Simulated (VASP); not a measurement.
# SnSe2 (Fm-3m) in VASP: notebook

Runs on SnSe2. Level: PBE. Tasks: relaxation of cell and atoms.

All numbers are computed with VASP 6.6.1; they aren't measurements. Logs are shortened: lines on timing, memory, paths and dates and some standing lists are left out, and cuts for length are marked.

## 1. The cell of the first run

Symmetry: Fm-3m, No. 225, cubic system. The conventional cell has a = 6.450 Å, b = 6.450 Å, c = 6.450 Å, α = 90.00°, β = 90.00°, γ = 90.00°. Sn (site symmetry m-3m) has 8 Se at 2.79 Å within 3.7 Å. Within 3.7 Å of Se (site symmetry -43m) lie 4 Sn at 2.79 Å and 6 Se at 3.22 to 3.23 Å.

## 2. Relaxation of cell and atoms, PBE

INCAR reads:

```
PREC = Accurate
ENCUT = 500
EDIFF = 1E-7
ISMEAR = -1
SIGMA = 0.02
LREAL = F
LASPH = T
NELM = 120
ALGO = Normal
ISIF = 3
LWAVE = F
LCHARG = F
GGA = PE
IBRION = 2
NSW = 80
EDIFFG = -0.02
GGA_COMPAT = F
NELMIN = 4
```

KPOINTS reads:

```
regular mesh
0
Gamma
  6 6 6
```

POSCAR reads:

```
SnSe2
1.0
    0.0000000000      3.2250000000      3.2250000000
    3.2250000000      0.0000000000      3.2250000000
    3.2250000000      3.2250000000      0.0000000000
Sn Se
1 2
Direct
    0.0000000000      0.0000000000      0.0000000000
    0.2500000000      0.2500000000      0.2500000000
    0.7500000000      0.7500000000      0.7500000000
```

Potentials or basis: VASP PAW PBE potentials, release 64 (Sn_d, Se).

Run with:

```bash
> cat potpaw_PBE.64/Sn_d/POTCAR potpaw_PBE.64/Se/POTCAR > POTCAR
> mpirun -np 1 vasp_std > vasp.out
```

OUTCAR:

```text
PREC = Accurate
   ENCUT = 500
   EDIFF = 1E-7
   ISMEAR = -1
   LREAL = F
   LASPH = T
   NELM = 120
   ISIF = 3
   GGA = PE
   IBRION = 2
   NSW = 80
   EDIFFG = -0.02
   NELMIN = 4

 ion  position               nearest neighbor table
   1  0.000  0.000  0.000-   2 2.79   3 2.79   3 2.79   3 2.79   3 2.79   2 2.79   2 2.79   2 2.79

   2  0.250  0.250  0.250-   1 2.79   1 2.79   1 2.79   1 2.79
   3  0.750  0.750  0.750-   1 2.79   1 2.79   1 2.79   1 2.79

  LATTYP: Found a face centered cubic cell.
 ALAT       =     6.4500000000

  Lattice vectors:

 A1 = (   0.0000000000,   3.2250000000,   3.2250000000)
 A2 = (   3.2250000000,   0.0000000000,   3.2250000000)
 A3 = (   3.2250000000,   3.2250000000,   0.0000000000)

Analysis of symmetry for initial positions (statically):
=====================================================================
 Subroutine PRICEL returns:
 Original cell was already a primitive cell.

 Routine SETGRP: Setting up the symmetry group for a
 face centered cubic supercell.

 Subroutine GETGRP returns: Found 48 space group operations
 (whereof 48 operations were pure point group operations)
 out of a pool of 48 trial point group operations.

The static configuration has the point symmetry O_h .

Analysis of symmetry for dynamics (positions and initial velocities):
=====================================================================
 Subroutine PRICEL returns:
 Original cell was already a primitive cell.

 Routine SETGRP: Setting up the symmetry group for a
 face centered cubic supercell.

 Subroutine GETGRP returns: Found 48 space group operations
 (whereof 48 operations were pure point group operations)
 out of a pool of 48 trial point group operations.

The dynamic configuration has the point symmetry O_h .

 Subroutine INISYM returns: Found 48 space group operations
 (whereof 48 operations are pure point group operations),
 and found     1 'primitive' translations

----------------------------------------------------------------------------------------

                                     Primitive cell

  volume of cell :      67.0840

  direct lattice vectors                    reciprocal lattice vectors
     0.000000000  3.225000000  3.225000000    -0.155038760  0.155038760  0.155038760
     3.225000000  0.000000000  3.225000000     0.155038760 -0.155038760  0.155038760
     3.225000000  3.225000000  0.000000000     0.155038760  0.155038760 -0.155038760

  length of vectors
     4.560838739  4.560838739  4.560838739     0.268535009  0.268535009  0.268535009

  position of ions in fractional coordinates (direct lattice)
     0.000000000  0.000000000  0.000000000
     0.250000000  0.250000000  0.250000000
     0.750000000  0.750000000  0.750000000

  ion indices of the primitive-cell ions
   primitive index   ion index
                 1           1
                 2           2
                 3           3

----------------------------------------------------------------------------------------

 KPOINTS: regular mesh

Automatic generation of k-mesh.
 Grid dimensions read from file:
 generate k-points for:    6    6    6

 Generating k-lattice:

  Cartesian coordinates                     Fractional coordinates (reciprocal lattice)
    -0.025839793  0.025839793  0.025839793     0.166666667  0.000000000  0.000000000
     0.025839793 -0.025839793  0.025839793     0.000000000  0.166666667  0.000000000
     0.025839793  0.025839793 -0.025839793     0.000000000  0.000000000  0.166666667

  Length of vectors
     0.044755835  0.044755835  0.044755835

  Shift w.r.t. Gamma in fractional coordinates (k-lattice)
     0.000000000  0.000000000  0.000000000

 Subroutine IBZKPT returns following result:
 ===========================================

 Found     16 irreducible k-points:

 Following reciprocal coordinates:
            Coordinates               Weight
  0.000000  0.000000  0.000000      1.000000
  0.166667  0.000000  0.000000      8.000000
  0.333333  0.000000  0.000000      8.000000
  0.500000  0.000000  0.000000      4.000000
  0.166667  0.166667  0.000000      6.000000
  0.333333  0.166667  0.000000     24.000000
[... 8 lines left out ...]
 -0.333333  0.333333  0.166667     24.000000
 -0.333333  0.500000  0.166667     12.000000
   k-points           NKPTS =     16   k-points in BZ     NKDIM =     16   number of bands    NBANDS=     17
   number of dos      NEDOS =    301   number of ions     NIONS =      3
   total plane-waves  NPLWV =  46656
   dimension x,y,z NGX =    36 NGY =   36 NGZ =   36
   dimension x,y,z NGXF=    72 NGYF=   72 NGZF=   72
   ions per type =               1   2
   NGX,Y,Z   is equivalent  to a cutoff of  13.12, 13.12, 13.12 a.u.
   NGXF,Y,Z  is equivalent  to a cutoff of  26.24, 26.24, 26.24 a.u.
 SYSTEM =  unknown system
   PREC   = accura    normal or accurate (medium, high low for compatibility)
   ISTART =      0    job   : 0-new  1-cont  2-samecut
   ICHARG =      2    charge: 1-file 2-atom 10-const
   ISPIN  =      1    spin polarized calculation?
   LNONCOLLINEAR =      F non collinear calculations
   LSORBIT =      F    spin-orbit coupling
   LASPH  =      T    aspherical Exc in radial PAW
   ENCUT  =  500.0 eV  36.75 Ry    6.06 a.u.   8.32  8.32  8.32*2*pi/ulx,y,z
   NELM   =    120;   NELMIN=  4; NELMDL= -5     # of ELM steps
   EDIFF  = 0.1E-06   stopping-criterion for ELM
   LREAL  =      F    real-space projection
   EDIFFG = -.2E-01   stopping-criterion for IOM
   NSW    =     80    number of steps for IOM
   IBRION =      2    ionic relax: 0-MD 1-quasi-New 2-CG
   NFREE  =      1    steps in history (QN), initial steepest desc. (CG)
   ISIF   =      3    stress and relaxation
   ISYM   =      2    0-nonsym 1-usesym 2-fastsym
   POTIM  = 0.5000    time-step for ionic-motion
   TEBEG  =    0.0;   TEEND  =   0.0 temperature during run
   PSTRESS=    0.0 pullay stress
   NELECT =      26.0000    total number of electrons
   NUPDOWN=      -1.0000    fix difference up-down
   EMIN   =  10.00;   EMAX   =-10.00  energy-range for DOS
   EFERMI =   0.00;   METHOD = LEGACY
   ISMEAR =    -1;   SIGMA  =   0.02  broadening in eV -4-tet -1-fermi 0-gaus
   EFERMI_NEDOS =   21; number of points for ismear=-14 and -15
   IALGO  =     38    algorithm
   IMIX   =      4    mixing-type and parameters
     AMIX     =   0.40;   BMIX     =  1.00
     AMIX_MAG =   1.60;   BMIX_MAG =  1.00
  volume/ion in A,a.u.               =      22.36       150.90
  Fermi-wavevector in a.u.,A,eV,Ry     =   1.193602  2.255581 19.384028  1.424686
  Thomas-Fermi vector in A             =   2.329612
   LORBIT       =      0    0 simple, 1 ext, 2 COOP (PROOUT), +10 PAW based schemes
   GGA     = PE    functional components
   LHFCALC =     F    Hartree Fock is set to
   AEXX    =    0.0000 exact exchange contribution
   IVDW    =     0    specifies the selected vdW correction
   LEPSILON=     F    determine dielectric tensor
   LRPA    =     F    only Hartree local field effects (RPA)
 conjugate gradient relaxation of ions
 non-spin polarized calculation
  energy-cutoff  :      500.00
  volume of cell :       67.08
 maximum number of plane-waves:      1724
 NGX is ok and might be reduce to    36
   NGX = 17   NGY = 17   NGZ = 17

--------------------------------------- Ionic step        1  -------------------------------------------

 number of electron      26.0000006 magnetization

 Free energy of the ion-electron system (eV)
  ---------------------------------------------------
  ext. energy  EPLUGINS =         0.00000000
  ---------------------------------------------------
  free energy    TOTEN  =       -10.00335274 eV

  energy without entropy =       -9.99493417  energy(sigma->0) =       -9.99914346

 E-fermi :   6.5248     XC(G=0): -10.2382

 val. band max:        6.4844973794   @ k =  -0.3333   0.3333   0.1667
 cond. band min:       6.5297696500   @ k =   0.1667   0.0000   0.0000
 fundamental gap:      0.0452722706
 Fermi energy:         6.5248368752

 k-point     1 :       0.0000    0.0000    0.0000
  band No.  band energies     occupation
      1     -15.1603      2.00000
      2     -15.1603      2.00000
      3     -15.1603      2.00000
      4     -15.1185      2.00000
      5     -15.1185      2.00000
      6      -8.8412      2.00000
[... 9 lines left out ...]
     16       8.2427      0.00000
     17       8.2427      0.00000
[... 357 lines left out ...]
 POSITION                                       TOTAL-FORCE (eV/Angst)
 -----------------------------------------------------------------------------------
      3.54441      7.08881      3.54441         0.000000     -0.000000     -0.000000
      1.77220      1.77220      1.77220         0.000000      0.000000      0.000000
      5.31661      5.31661      5.31661        -0.000000     -0.000000     -0.000000
 -----------------------------------------------------------------------------------
    total drift:                                0.000000      0.000000      0.000000

  FREE ENERGIE OF THE ION-ELECTRON SYSTEM (eV)
  ---------------------------------------------------
  free  energy   TOTEN  =       -10.4836237151 eV

  energy  without entropy=      -10.4745082333  energy(sigma->0) =      -10.47906597

--------------------------------------- Ionic step        3  -------------------------------------------

 number of electron      25.9999991 magnetization

 Free energy of the ion-electron system (eV)
  ---------------------------------------------------
  ext. energy  EPLUGINS =         0.00000000
  ---------------------------------------------------
  free energy    TOTEN  =       -10.55855911 eV

  energy without entropy =      -10.54868831  energy(sigma->0) =      -10.55362371

 E-fermi :   4.2074     XC(G=0):  -9.3245

 val. band max:        4.2024716326   @ k =  -0.3333   0.3333   0.1667
 cond. band min:       4.2286149380   @ k =   0.5000   0.3333   0.1667
 fundamental gap:      0.0261433054
 Fermi energy:         4.2073567901

 k-point     1 :       0.0000    0.0000    0.0000
  band No.  band energies     occupation
      1     -17.1535      2.00000
      2     -17.1535      2.00000
      3     -17.1535      2.00000
      4     -17.1405      2.00000
      5     -17.1405      2.00000
      6      -9.6441      2.00000
[... 9 lines left out ...]
     16       6.2543      0.00000
     17       6.2543      0.00000
[... 320 lines left out ...]
 POSITION                                       TOTAL-FORCE (eV/Angst)
 -----------------------------------------------------------------------------------
      0.00000      0.00000      0.00000        -0.000000      0.000000     -0.000000
      1.72145      1.72145      1.72145         0.000000      0.000000      0.000000
      5.16436      5.16436      5.16436        -0.000000     -0.000000     -0.000000
 -----------------------------------------------------------------------------------
    total drift:                               -0.000000      0.000000      0.000000

  FREE ENERGIE OF THE ION-ELECTRON SYSTEM (eV)
  ---------------------------------------------------
  free  energy   TOTEN  =       -10.5585591147 eV

  energy  without entropy=      -10.5486883133  energy(sigma->0) =      -10.55362371

 reached required accuracy - stopping structural energy minimisation
```

Wall time 26 s (1 thread of Intel Xeon 6975P-C (Granite Rapids), shared host); peak memory 0.21 GiB.

What came out:

- Free energy: -10.5586 eV
- Relaxed volume: 27.21 Å³/atom
- Relaxed cell: a = 4.869 Å, b = 4.869 Å, c = 4.869 Å, α = 60.00°, β = 60.00°, γ = 60.00°
- Space group after relaxing (to 0.1 Å): Fm-3m (No. 225)
- Energy gained by relaxing: 185.1 meV/atom
- Ionic steps: 3
- Pressure after relaxing: 0.1 GPa
- Band gap on the k mesh: zero (bands 13 and 14 overlap by 1.67 eV)

The path:
```csv
step,energy change (eV),largest force (eV/Å),pressure (GPa),volume (Å³)
1,0.0000,0.0000,14.71,67.08
2,-0.4803,0.0000,-3.06,89.06
3,-0.5552,0.0000,0.09,81.62
```

Final structure:
```
Sn Se
1.0
     0.00000    3.44290    3.44290
     3.44290    0.00000    3.44290
     3.44290    3.44290    0.00000
Sn Se
1 2
Direct
  0.00000 0.00000 0.00000
  0.25000 0.25000 0.25000
  0.75000 0.75000 0.75000
```

Caveat: the volume moved by over 15 % at a fixed basis, so the end points are rough; spin-orbit coupling is left out, which moves the levels of the heavy elements.

## 3. Relaxation of cell and atoms, PBE, target pressure 5 GPa, at which the enthalpy is minimised

INCAR reads:

```
SYSTEM = SnSe2
PREC = Accurate ; ENCUT = 500
EDIFF = 1E-7 ; ISMEAR = -1
SIGMA = 0.02 ; LREAL = .FALSE.
LASPH = .TRUE. ; NELM = 120
ALGO = Normal ; ISIF = 3
LWAVE = .FALSE. ; LCHARG = .FALSE.
GGA = PE ; IBRION = 2
NSW = 80 ; EDIFFG = -0.02
PSTRESS = 50.0 ; GGA_COMPAT = .FALSE.
NELMIN = 4
```

KPOINTS reads:

```
regular mesh
0
G
  6 6 6
  0 0 0
```

POSCAR is that of step 2.

Potentials or basis: VASP PAW PBE potentials, release 64 (Sn_d, Se).

Run with:

```bash
> cat potpaw_PBE.64/Sn_d/POTCAR potpaw_PBE.64/Se/POTCAR > POTCAR
> mpirun -np 1 vasp_std > vasp.out
```

Wall time 27 s (1 thread of Intel Xeon 6975P-C (Granite Rapids), shared host); peak memory 0.21 GiB.

The run converged. Its results:

- Free energy: -10.4634 eV
- Relaxed volume: 24.97 Å³/atom
- Relaxed cell: a = 4.732 Å, b = 4.732 Å, c = 4.732 Å, α = 60.00°, β = 60.00°, γ = 60.00°
- Space group after relaxing (to 0.1 Å): Fm-3m (No. 225)
- Energy change on relaxing (the run minimises the enthalpy): -153.3 meV/atom
- Ionic steps: 3
- Pressure after relaxing: 4.9 GPa
- Band gap on the k mesh: zero (bands 13 and 14 overlap by 1.93 eV)

The path:
```csv
step,energy change (eV),largest force (eV/Å),pressure (GPa),volume (Å³)
1,0.0000,0.0000,14.71,67.08
2,-0.5545,0.0000,0.37,81.12
3,-0.4600,0.0000,4.92,74.91
```

Final structure:
```
Sn Se
1.0
     0.00000    3.34585    3.34585
     3.34585    0.00000    3.34585
     3.34585    3.34585    0.00000
Sn Se
1 2
Cartesian
  0.0000 0.0000 0.0000
  1.6729 1.6729 1.6729
  5.0188 5.0188 5.0188
```

Levels at points of the mesh, in eV from the Fermi level:
| k point | band 10 | band 11 | band 12 | band 13 | band 14 | band 15 | band 16 | band 17 |
| --- | --- | --- | --- | --- | --- | --- | --- | --- |
| (0.00, 0.00, 0.00) | -3.09 | -3.09 | -1.62 | -1.62 | -1.62 | 1.91 | 1.91 | 1.91 |
| (0.50, 0.00, 0.00) | -3.46 | -3.13 | -2.27 | -2.27 | 1.26 | 4.15 | 4.15 | 5.93 |
| (0.50, 0.50, 0.00) | -5.01 | -1.32 | 0.19 | 0.19 | 0.73 | 2.77 | 5.56 | 5.56 |

Caveat: the cell is relaxed towards a set pressure, so the run minimises the enthalpy, not the energy; spin-orbit coupling is left out, which moves the levels of the heavy elements.

## 4. Relaxation of cell and atoms, PBE, target pressure 10 GPa, at which the enthalpy is minimised

INCAR reads:

```
SYSTEM = SnSe2
  ALGO = Normal
  EDIFF = 1E-7
  EDIFFG = -0.02
  ENCUT = 500
  GGA = PE
  GGA_COMPAT = .FALSE.
  IBRION = 2
  ISIF = 3
  ISMEAR = -1
  LASPH = .TRUE.
  LCHARG = .FALSE.
  LREAL = .FALSE.
  LWAVE = .FALSE.
  NELM = 120
  NELMIN = 4
  NSW = 80
  PREC = Accurate
  PSTRESS = 100.0
  SIGMA = 0.02
```

KPOINTS reads:

```
k-points
0
G
  6 6 6
  0 0 0
```

POSCAR is that of step 3.

Run with:

```bash
> cat potpaw_PBE.64/Sn_d/POTCAR potpaw_PBE.64/Se/POTCAR > POTCAR
> mpirun -np 1 vasp_std > vasp.out
```

Run time: 25 s. Hardware: 1 thread of Intel Xeon 6975P-C (Granite Rapids), shared host; peak memory 0.21 GiB.

The run converged. Its results:

```yaml
Free_energy: -10.2581 eV
Relaxed_volume: 23.47 Å³/atom
Relaxed_cell: a = 4.635 Å, b = 4.635 Å, c = 4.635 Å, α = 60.00°, β = 60.00°, γ = 60.00°
Space_group_after_relaxing_to_0.1_Å: Fm-3m (No. 225)
Energy_change_on_relaxing_the_run_minimises_the_enthalpy: -84.9 meV/atom
Ionic_steps: 3
Pressure_after_relaxing: 10.0 GPa
Band_gap_on_the_k_mesh: zero (bands 13 and 14 overlap by 2.12 eV)
```

The path:
| step | energy change (eV) | largest force (eV/Å) | pressure (GPa) | volume (Å³) |
| --- | --- | --- | --- | --- |
| 1 | 0.0000 | 0.0000 | 14.71 | 67.08 |
| 2 | -0.4172 | 0.0000 | 6.15 | 73.67 |
| 3 | -0.2548 | 0.0000 | 9.97 | 70.41 |

Final structure:
```
Sn Se
1.0
     0.00000    3.27743    3.27743
     3.27743    0.00000    3.27743
     3.27743    3.27743    0.00000
Sn Se
1 2
Direct
  0.00000 0.00000 0.00000
  0.25000 0.25000 0.25000
  0.75000 0.75000 0.75000
```

Levels at points of the mesh, in eV from the Fermi level:
```
           k point  band 9  band 10  band 11  band 12  band 13  band 14  band 15  band 16  band 17
(0.00, 0.00, 0.00)   -3.35    -3.35    -3.35    -1.77    -1.77    -1.77     1.81     1.81     1.81
(0.50, 0.00, 0.00)   -3.76    -3.76    -3.33    -2.49    -2.49     1.49     4.26     4.26     6.35
(0.50, 0.50, 0.00)   -5.42    -5.42    -1.43     0.22     0.22     0.81     3.00     5.79     5.79
```

Caveat: the cell is relaxed towards a set pressure, so the run minimises the enthalpy, not the energy; spin-orbit coupling is left out, which moves the levels of the heavy elements.

(Continued in part 2 of 2.)
